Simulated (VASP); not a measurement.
# SnO2 (I4/mmm) in VASP: single point with r2SCAN

Aim: the single point of SnO2 with r2SCAN.

Program: VASP 6.6.1. These are calculated values, not measurements. Logs are shortened: lines on timing, memory, paths and dates and some standing lists are left out, and cuts for length are marked.

**1. The cell of the first run**

It takes space group I4/mmm (No. 139, tetragonal). The conventional cell has a = 3.583 Å, b = 3.583 Å, c = 4.980 Å, α = 90.00°, β = 90.00°, γ = 90.00°. Within 2.9 Å of Sn (site symmetry 4/mmm) lie 8 O at 2.18 Å. O (site symmetry -4m2) has 4 Sn at 2.18 Å and 6 O at 2.49 to 2.53 Å within 2.9 Å.

**2. Single point, r2SCAN (uniaxial z strain -1.7%)**

File POSCAR:

```
SnO2
1.0
    0.0000000000      2.5334669704      2.4898913385
    2.5334669704      0.0000000000      2.4898913385
    2.5334669704      2.5334669704      0.0000000000
Sn O
1 2
Direct
    0.0000000000      0.0000000000      0.0000000000
    0.2500000000      0.2500000000      0.2500000000
    0.7500000000      0.7500000000      0.7500000000
```

File INCAR.step1:

```
PREC     = Accurate       # precision mode
ENCUT    = 1480           # plane-wave cutoff, eV
ISMEAR   = 0              # smearing method
SIGMA    = 0.01           # smearing width, eV
LREAL    = False          # projectors in reciprocal space
LASPH    = True           # aspherical terms in the spheres
NELM     = 120            # most SCF steps
NBANDS   = 20             # bands
GGA      = PE             # functional
ALGO     = Normal         # electronic algorithm
EDIFF    = 1E-5           # SCF threshold, eV
LWAVE    = True           # write WAVECAR
LCHARG   = False          # write CHGCAR
GGA_COMPAT= False
```

File INCAR.step2:

```
PREC     = Accurate       # precision mode
ENCUT    = 1480           # plane-wave cutoff, eV
EDIFF    = 1E-6           # SCF threshold, eV
ISMEAR   = 0              # smearing method
SIGMA    = 0.01           # smearing width, eV
LREAL    = False          # projectors in reciprocal space
LASPH    = True           # aspherical terms in the spheres
NELM     = 120            # most SCF steps
ALGO     = Normal         # electronic algorithm
ISIF     = 2              # what is computed and relaxed
LWAVE    = False          # write WAVECAR
LCHARG   = False          # write CHGCAR
METAGGA  = R2SCAN         # meta-GGA
LMIXTAU  = True         
NBANDS   = 20             # bands
ISTART   = 1            
GGA_COMPAT= False
```

File KPOINTS:

```
regular mesh
0
Gamma
  8 8 8
```

Potentials or basis: VASP PAW PBE potentials, release 64 (Sn_d, O_h).

The run is started by

```bash
cat potpaw_PBE.64/Sn_d/POTCAR potpaw_PBE.64/O_h/POTCAR > POTCAR
cp INCAR.step1 INCAR
mpirun -np 1 vasp_std > vasp.out
cp INCAR.step2 INCAR
mpirun -np 1 vasp_std > vasp.out
```

OUTCAR:

```text
PREC = Accurate
   ENCUT = 1480
   EDIFF = 1E-6
   ISMEAR = 0
   LREAL = False
   LASPH = True
   NELM = 120
   ISIF = 2
   METAGGA = R2SCAN
   ISTART = 1

 ion  position               nearest neighbor table
   1  0.000  0.000  0.000-   3 2.18   3 2.18   3 2.18   2 2.18   3 2.18   2 2.18   2 2.18   2 2.18

   2  0.250  0.250  0.250-   1 2.18   1 2.18   1 2.18   1 2.18
   3  0.750  0.750  0.750-   1 2.18   1 2.18   1 2.18   1 2.18

  LATTYP: Found a body centered tetragonal cell.
 ALAT       =     3.5828633494
 C/A-ratio  =     1.3898890891

  Lattice vectors:

 A1 = (   0.0000000000,  -2.5334669704,  -2.4898913385)
 A2 = (   0.0000000000,   2.5334669704,  -2.4898913385)
 A3 = (   2.5334669704,   0.0000000000,   2.4898913385)

Analysis of symmetry for initial positions (statically):
=====================================================================
 Subroutine PRICEL returns:
 Original cell was already a primitive cell.

 Routine SETGRP: Setting up the symmetry group for a
 body centered tetragonal supercell.

 Subroutine GETGRP returns: Found 16 space group operations
 (whereof 16 operations were pure point group operations)
 out of a pool of 16 trial point group operations.

The static configuration has the point symmetry D_4h.

Analysis of symmetry for dynamics (positions and initial velocities):
=====================================================================
 Subroutine PRICEL returns:
 Original cell was already a primitive cell.

 Routine SETGRP: Setting up the symmetry group for a
 body centered tetragonal supercell.

 Subroutine GETGRP returns: Found 16 space group operations
 (whereof 16 operations were pure point group operations)
 out of a pool of 16 trial point group operations.

The dynamic configuration has the point symmetry D_4h.

 Subroutine INISYM returns: Found 16 space group operations
 (whereof 16 operations are pure point group operations),
 and found     1 'primitive' translations

----------------------------------------------------------------------------------------

                                     Primitive cell

  volume of cell :      31.9625

  direct lattice vectors                    reciprocal lattice vectors
     0.000000000  2.533466970  2.489891339    -0.197358010  0.197358010  0.200811976
     2.533466970  0.000000000  2.489891339     0.197358010 -0.197358010  0.200811976
     2.533466970  2.533466970  0.000000000     0.197358010  0.197358010 -0.200811976

  length of vectors
     3.552184366  3.552184366  3.582863349     0.343839815  0.343839815  0.343839815

  position of ions in fractional coordinates (direct lattice)
     0.000000000  0.000000000  0.000000000
     0.250000000  0.250000000  0.250000000
     0.750000000  0.750000000  0.750000000

  ion indices of the primitive-cell ions
   primitive index   ion index
                 1           1
                 2           2
                 3           3

----------------------------------------------------------------------------------------

 KPOINTS: regular mesh

Automatic generation of k-mesh.
 Grid dimensions read from file:
 generate k-points for:    8    8    8

 Generating k-lattice:

  Cartesian coordinates                     Fractional coordinates (reciprocal lattice)
    -0.024669751  0.024669751  0.025101497     0.125000000  0.000000000  0.000000000
     0.024669751 -0.024669751  0.025101497     0.000000000  0.125000000  0.000000000
     0.024669751  0.024669751 -0.025101497     0.000000000  0.000000000  0.125000000

  Length of vectors
     0.042979977  0.042979977  0.042979977

  Shift w.r.t. Gamma in fractional coordinates (k-lattice)
     0.000000000  0.000000000  0.000000000

 Subroutine IBZKPT returns following result:
 ===========================================

 Found     59 irreducible k-points:

 Following reciprocal coordinates:
            Coordinates               Weight
  0.000000  0.000000  0.000000      1.000000
  0.125000  0.000000  0.000000      8.000000
  0.250000  0.000000  0.000000      8.000000
  0.375000  0.000000  0.000000      8.000000
  0.500000  0.000000  0.000000      4.000000
  0.125000  0.125000  0.000000      2.000000
[... 16 lines left out ...]
  0.250000  0.000000  0.125000     16.000000
  0.375000  0.000000  0.125000     16.000000
 [... further k-points ...]
   k-points           NKPTS =     59   k-points in BZ     NKDIM =     59   number of bands    NBANDS=     20
   number of dos      NEDOS =    301   number of ions     NIONS =      3
   total plane-waves  NPLWV = 110592
   dimension x,y,z NGX =    48 NGY =   48 NGZ =   48
   dimension x,y,z NGXF=    96 NGYF=   96 NGZF=   96
   ions per type =               1   2
   NGX,Y,Z   is equivalent  to a cutoff of  22.46, 22.46, 22.27 a.u.
   NGXF,Y,Z  is equivalent  to a cutoff of  44.93, 44.93, 44.54 a.u.
 SYSTEM =  unknown system
   PREC   = accura    normal or accurate (medium, high low for compatibility)
   ISTART =      1    job   : 0-new  1-cont  2-samecut
   ICHARG =      0    charge: 1-file 2-atom 10-const
   ISPIN  =      1    spin polarized calculation?
   LNONCOLLINEAR =      F non collinear calculations
   LSORBIT =      F    spin-orbit coupling
   LASPH  =      T    aspherical Exc in radial PAW
   ENCUT  = 1480.0 eV 108.78 Ry   10.43 a.u.  11.14 11.14 11.24*2*pi/ulx,y,z
   NELM   =    120;   NELMIN=  2; NELMDL=  0     # of ELM steps
   EDIFF  = 0.1E-05   stopping-criterion for ELM
   LREAL  =      F    real-space projection
   EDIFFG = 0.1E-04   stopping-criterion for IOM
   NSW    =      0    number of steps for IOM
   IBRION =     -1    ionic relax: 0-MD 1-quasi-New 2-CG
   NFREE  =      0    steps in history (QN), initial steepest desc. (CG)
   ISIF   =      2    stress and relaxation
   ISYM   =      2    0-nonsym 1-usesym 2-fastsym
   POTIM  = 0.5000    time-step for ionic-motion
   TEBEG  =    0.0;   TEEND  =   0.0 temperature during run
   PSTRESS=    0.0 pullay stress
   NELECT =      26.0000    total number of electrons
   NUPDOWN=      -1.0000    fix difference up-down
   EMIN   =  10.00;   EMAX   =-10.00  energy-range for DOS
   EFERMI =   0.00;   METHOD = LEGACY
   ISMEAR =     0;   SIGMA  =   0.01  broadening in eV -4-tet -1-fermi 0-gaus
   EFERMI_NEDOS =   21; number of points for ismear=-14 and -15
   IALGO  =     38    algorithm
   IMIX   =      4    mixing-type and parameters
     AMIX     =   0.40;   BMIX     =  1.00
     AMIX_MAG =   1.60;   BMIX_MAG =  1.00
  volume/ion in A,a.u.               =      10.65        71.90
  Fermi-wavevector in a.u.,A,eV,Ry     =   1.528219  2.887916 31.775780  2.335454
  Thomas-Fermi vector in A             =   2.636008
   LORBIT       =      0    0 simple, 1 ext, 2 COOP (PROOUT), +10 PAW based schemes
   METAGGA = R2SCAN    functional components
   LHFCALC =     F    Hartree Fock is set to
   AEXX    =    0.0000 exact exchange contribution
   IVDW    =     0    specifies the selected vdW correction
   LEPSILON=     F    determine dielectric tensor
   LRPA    =     F    only Hartree local field effects (RPA)
 non-spin polarized calculation
 Gauss-broadening in eV      SIGMA  =   0.01
  energy-cutoff  :     1480.00
  volume of cell :       31.96
 maximum number of plane-waves:      4151
 NGX is ok and might be reduce to    48
   NGX = 23   NGY = 23   NGZ = 23

 number of electron      26.0000001 magnetization

 Free energy of the ion-electron system (eV)
  ---------------------------------------------------
  ext. energy  EPLUGINS =         0.00000000
  ---------------------------------------------------
  free energy    TOTEN  =       -41.48855064 eV

  energy without entropy =      -41.48855064  energy(sigma->0) =      -41.48855064

 E-fermi :   8.6133     XC(G=0): -12.8751

 val. band max:        8.5030161849   @ k =  -0.2500   0.5000   0.2500
 cond. band min:       9.4772695296   @ k =   0.0000   0.0000   0.0000
 fundamental gap:      0.9742533447
 Fermi energy:         8.6132645285

 k-point     1 :       0.0000    0.0000    0.0000
  band No.  band energies     occupation
      1     -12.7106      2.00000
      2     -12.7106      2.00000
      3     -12.6914      2.00000
      4     -12.5122      2.00000
      5     -12.4966      2.00000
      6     -12.4040      2.00000
[... 12 lines left out ...]
     19      24.5616      0.00000
     20      25.0667      0.00000

 k-point     2 :       0.1250    0.0000    0.0000
  band No.  band energies     occupation
      1     -12.8061      2.00000
      2     -12.6967      2.00000
      3     -12.6839      2.00000
      4     -12.5083      2.00000
      5     -12.4968      2.00000
      6     -12.2280      2.00000
[... 12 lines left out ...]
     19      24.6334      0.00000
     20      25.1134      0.00000

 k-point     3 :       0.2500    0.0000    0.0000
  band No.  band energies     occupation
      1     -13.0605      2.00000
      2     -12.6690      2.00000
      3     -12.6573      2.00000
      4     -12.5030      2.00000
      5     -12.4911      2.00000
      6     -11.6709      2.00000
[... 12 lines left out ...]
     19      25.1875      0.00000
     20      25.6115      0.00000

 k-point     4 :       0.3750    0.0000    0.0000
  band No.  band energies     occupation
      1     -13.2927      2.00000
      2     -12.6518      2.00000
      3     -12.6414      2.00000
      4     -12.4873      2.00000
      5     -12.4743      2.00000
      6     -10.8542      2.00000
[... 12 lines left out ...]
     19      25.0788      0.00000
     20      25.5741      0.00000

 k-point     5 :       0.5000    0.0000    0.0000
  band No.  band energies     occupation
      1     -13.3826      2.00000
      2     -12.6480      2.00000
      3     -12.6384      2.00000
      4     -12.4772      2.00000
      5     -12.4638      2.00000
      6     -10.2428      2.00000
[... 12 lines left out ...]
     19      24.8610      0.00000
     20      25.1785      0.00000

 k-point     6 :       0.1250    0.1250    0.0000
  band No.  band energies     occupation
      1     -12.8210      2.00000
      2     -12.6842      2.00000
      3     -12.6842      2.00000
      4     -12.5216      2.00000
      5     -12.4890      2.00000
      6     -12.1873      2.00000
[... 12 lines left out ...]
     19      24.7635      0.00000
     20      25.2000      0.00000

 k-point     7 :       0.2500    0.1250    0.0000
  band No.  band energies     occupation
      1     -12.9901      2.00000
      2     -12.7021      2.00000
      3     -12.6546      2.00000
      4     -12.5295      2.00000
      5     -12.4804      2.00000
      6     -11.7586      2.00000
[... 12 lines left out ...]
     19      25.0239      0.00000
     20      26.6610      0.00000
[... 277 lines left out ...]
 k-point    20 :      -0.3750    0.3750    0.0000
  band No.  band energies     occupation
      1     -13.3179      2.00000
      2     -12.8576      2.00000
      3     -12.5649      2.00000
      4     -12.5457      2.00000
      5     -12.4687      2.00000
      6      -9.8296      2.00000
[... 12 lines left out ...]
     19      26.1411      0.00000
     20      27.8566      0.00000

 k-point    21 :       0.5000    0.5000    0.0000
  band No.  band energies     occupation
      1     -13.4805      2.00000
      2     -12.5933      2.00000
      3     -12.5210      2.00000
      4     -12.5210      2.00000
      5     -12.4450      2.00000
      6     -10.5579      2.00000
[... 12 lines left out ...]
     19      26.6712      0.00000
     20      27.8247      0.00000

 k-point    22 :       0.1250    0.0000    0.1250
  band No.  band energies     occupation
      1     -12.8336      2.00000
      2     -12.6833      2.00000
      3     -12.6668      2.00000
      4     -12.5102      2.00000
      5     -12.4966      2.00000
      6     -12.2028      2.00000
[... 12 lines left out ...]
     19      24.8381      0.00000
     20      25.2532      0.00000

 k-point    23 :       0.2500    0.0000    0.1250
  band No.  band energies     occupation
      1     -12.9919      2.00000
      2     -12.7032      2.00000
      3     -12.6457      2.00000
      4     -12.5177      2.00000
      5     -12.4885      2.00000
      6     -11.7812      2.00000
[... 12 lines left out ...]
     19      25.3485      0.00000
     20      26.5238      0.00000

 k-point    24 :       0.3750    0.0000    0.1250
  band No.  band energies     occupation
      1     -13.1996      2.00000
      2     -12.7302      2.00000
      3     -12.6258      2.00000
      4     -12.5153      2.00000
      5     -12.4763      2.00000
      6     -11.0230      2.00000
[... 12 lines left out ...]
     19      25.4688      0.00000
     20      27.4372      0.00000

 [... further k-points ...]
[... 5 lines left out ...]
  --------------------------------------------------------------------------------------
  -------------------------------------------------------------------------------------
  Total        0.4909941      0.4909941      2.2447174      0.0000000      0.0000000      0.0000000
  in kB       24.6119450     24.6119450    112.5204279      0.0000000      0.0000000      0.0000000
  external PRESSURE =      53.9147726 kB  Pullay stress =       0.0000000 kB

 VOLUME and BASIS-vectors are now :
 -----------------------------------------------------------------------------
  energy-cutoff  :     1480.00
  volume of cell :       31.96
      direct lattice vectors                 reciprocal lattice vectors
     0.000000000  2.533466970  2.489891339    -0.197358010  0.197358010  0.200811976
     2.533466970  0.000000000  2.489891339     0.197358010 -0.197358010  0.200811976
     2.533466970  2.533466970  0.000000000     0.197358010  0.197358010 -0.200811976

 POSITION                                       TOTAL-FORCE (eV/Angst)
 -----------------------------------------------------------------------------------
      0.00000      0.00000      0.00000        -0.000000      0.000000     -0.000000
      1.26673      1.26673      1.24495         0.000000      0.000000     -0.000000
      3.80020      3.80020      3.73484        -0.000000     -0.000000      0.000000
 -----------------------------------------------------------------------------------
    total drift:                               -0.000000     -0.000000      0.000000

  FREE ENERGIE OF THE ION-ELECTRON SYSTEM (eV)
  ---------------------------------------------------
  free  energy   TOTEN  =       -41.4885506357 eV

  energy  without entropy=      -41.4885506357  energy(sigma->0) =      -41.48855064
```

It took 12 min on 1 thread of Intel Xeon Platinum 8259CL at 2.50GHz (Skylake/Cascade Lake), shared host; peak memory 0.48 GiB.

Results:

* Free energy: -41.4886 eV
* Pressure: 5.4 GPa
* Band gap on the k mesh: 0.97 eV (least direct gap 2.30 eV)

Caveat: the cell differs from its parent crystal (uniaxial z strain -1.7%); the stress differs along the axes, from 2 to 11 GPa; the structure was generated, so it needn't be the stable form of SnO2; the PAW data sets were made with another functional, which shifts forces and pressure a little; spin-orbit coupling is left out, which moves the levels of the heavy elements. A k mesh can miss the band edges.
